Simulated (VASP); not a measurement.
Runs of VASP 6.6.1 on ZnS. The structure is trigonal, space group R3m (No. 160). The conventional cell has a = 3.806 Å, b = 3.806 Å, c = 28.056 Å, α = 90.00°, β = 90.00°, γ = 120.00°. Within 3.1 Å of Zn (site symmetry 3m) lie 4 S at 2.33 to 2.34 Å. Within 3.1 Å of Zn (site symmetry 3m) lie 4 S at 2.33 Å. Within 3.1 Å of Zn (site symmetry 3m) lie 4 S at 2.33 to 2.34 Å. Within 3.1 Å of S (site symmetry 3m) lie 4 Zn at 2.33 to 2.34 Å. S (site symmetry 3m) has 4 Zn at 2.33 to 2.34 Å within 3.1 Å. S (site symmetry 3m) has 4 Zn at 2.33 Å within 3.1 Å. 

```csv
U,gap on the mesh (eV),pressure (GPa),largest force (eV/Å)
Zn d U = 2.0 eV,(a),(b),0.02
Zn d U = 4.0 eV,2.22,-5.1,0.02
Zn d U = 6.0 eV,2.34,-6.0,0.02
Zn d U = 8.0 eV,2.46,-7.1,0.03
```

Alike in all rows: task single point; level LDA+U; potentials or basis VASP PAW LDA potentials, release 64 (Zn, S); no spin polarisation; cell as given; k mesh 6 × 6 × 6; cutoff (eV) 500; smearing gaussian 0.01 eV.

Estimate the missing entries.

(a) 2.10; (b) -4.3.

Caveats: the cell stands under tension.

A k mesh can miss the band edges.
